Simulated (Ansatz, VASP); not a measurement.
## Zr4Mo: VASP beside Ansatz

```
CELL_PARAMETERS angstrom
4.94821 0.00000 0.00000
0.00000 4.94821 0.00000
0.00000 0.00000 4.94821
ATOMIC_POSITIONS crystal
Zr 0.28769 0.28769 0.28769
Zr 0.71231 0.71231 0.28769
Zr 0.28769 0.71231 0.71231
Zr 0.71231 0.28769 0.71231
Mo 0.00000 0.00000 0.00000
```

Change from the starting cell: species swapped into the SnI4 type (P-43m, No. 215).

Alike in both runs: functional PBE; k mesh 8 × 8 × 8; occupations gaussian, width 0.1 eV; no spin polarisation.

Ansatz relaxed the structure, and its values are those at the end. VASP's run is a single point on that final structure, the one shown.

|  | VASP | Ansatz |
| --- | --- | --- |
| version | VASP 6.6.1 | Ansatz 0.2.0 |
| potentials or method | VASP PAW PBE potentials, release 64 (Zr_sv, Mo_sv), cutoff 520 eV | scalar-relativistic, plane waves, PAW |
| valence electrons in the cell | 62 | 62 |

|  | VASP | Ansatz | Ansatz less VASP |
| --- | --- | --- | --- |
| gap on the k mesh at the Fermi level (eV) | none | none | - |
| pressure (GPa) | 0.2 | 0.0 | -0.19 |
| rms of the force components (eV/Å) | 0.021 | 0.001 | -0.0200 |

A gap of «none» marks a metal or a gap that the smearing closes. With one functional, cell and mesh, what is left measures potentials, basis and numerics.
